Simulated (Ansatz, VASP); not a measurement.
PbSe in VASP and in Ansatz

INCAR

```
SYSTEM = PbSe
PREC = Accurate
ENCUT = 500
EDIFF = 1E-6
ISMEAR = 0
SIGMA = 0.5
LREAL = .False.
LASPH = .True.
NELM = 120
ALGO = Normal
ISIF = 2
LWAVE = .False.
LCHARG = .False.
GGA = PS
NBANDS = 17
GGA_COMPAT = .False.
```

KPOINTS

```
Automatic mesh
0
Gamma
  6 6 6
  0 0 0
```

The input POSCAR:

```
PbSe
1.0
    0.0000000000      3.0696893648      3.0696893648
    3.0696893648      0.0000000000      3.0696893648
    3.0696893648      3.0696893648      0.0000000000
Pb Se
1 1
Direct
    0.0000000000      0.0000000000      0.0000000000
    0.5000000000      0.5000000000      0.5000000000
```

Input for Ansatz:

```yaml
crystal:
  lattice:
    - [0.0, 3.0696893648, 3.0696893648]
    - [3.0696893648, 0.0, 3.0696893648]
    - [3.0696893648, 3.0696893648, 0.0]
  atoms:
    - { symbol: Pb, position: [0.0, 0.0, 0.0] }
    - { symbol: Se, position: [0.5, 0.5, 0.5] }
kpoints:
  mp_grid: { grid: [6, 6, 6] }
hamiltonian:
  xc: pbesol
scf:
  occupations: { method: gaussian, width: 0.5 }
  n_extra_bands: 4
output:
  forces: true
  stress: true
  eigenvalues: true
```

Alike in both runs: task single point; functional PBEsol; k mesh 6 × 6 × 6; occupations gaussian, width 0.5 eV; no spin polarisation.

```csv
,VASP,Ansatz
version,VASP 6.6.1,Ansatz 0.2.0
potentials or method,"VASP PAW PBE potentials, release 64 (Pb_d, Se)",plane waves
plane-wave cutoff (eV),500,420
valence electrons in the cell,20,30
```

|  | VASP | Ansatz | Ansatz less VASP |
| --- | --- | --- | --- |
| pressure (GPa) | -1.1 | -1.1 | +0.01 |

VASP's potentials were made for PBE, not for PBEsol. VASP's potentials hold 20 valence electrons a cell and Ansatz's 30, so a difference there can come from the potentials and not from the codes.

Spin-orbit coupling is off throughout.
